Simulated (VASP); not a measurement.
A run of VASP 6.6.1 is set up as follows.

File INCAR:

```
PREC     = Accurate       # precision mode
ENCUT    = 520            # plane-wave cutoff, eV
EDIFF    = 1E-8           # SCF threshold, eV
ISMEAR   = -1             # smearing method
SIGMA    = 0.08           # smearing width, eV
LREAL    = False          # projectors in reciprocal space
LASPH    = True           # aspherical terms in the spheres
NELM     = 60             # most SCF steps
ALGO     = Normal         # electronic algorithm
ISIF     = 2              # what is computed and relaxed
LWAVE    = False          # write WAVECAR
LCHARG   = False          # write CHGCAR
GGA      = CA             # functional
LEFG     = True         
NBANDS   = 13             # bands
```

KPOINTS

```
regular mesh
0
Gamma
  14 14 14
```

The input POSCAR:

```
O
1.0
    0.0000000000      1.9147547599      3.9501433705
    1.5215354374      0.0000000000      3.9501433705
    1.5215354374      1.9147547599      0.0000000000
O
2
Direct
    0.4210980000      0.4210980000      0.5789020000
    0.5789020000      0.5789020000      0.4210980000
```

Potentials or basis: VASP PAW LDA potentials, release 64 (O).

Command:

```bash
$ cat potpaw_LDA.64/O/POTCAR > POTCAR
$ mpirun -np 1 vasp_std > vasp.out
```

Q: What does it give for the band gap on the k mesh?

A: Zero (bands 6 and 7 overlap by 1.93 eV).

Q: What does it give for the pressure?

A: -11.8 GPa.

Forces in eV/Å, atoms in the order of the input:
```
O    0.000  0.000  1.933
O    0.000  0.000 -1.933
```

Caveat: the standard files for N, O and F lose accuracy on very short bonds; spin is off for a triplet molecule; the stress differs along the axes, from -18 to -7 GPa; without QUAD_EFG the Cq values of the log hold for a quadrupole moment of 1 mb, not for the nuclei; forces of over 1 eV/Å act on the atoms, so gaps and moduli don't describe the material at rest.
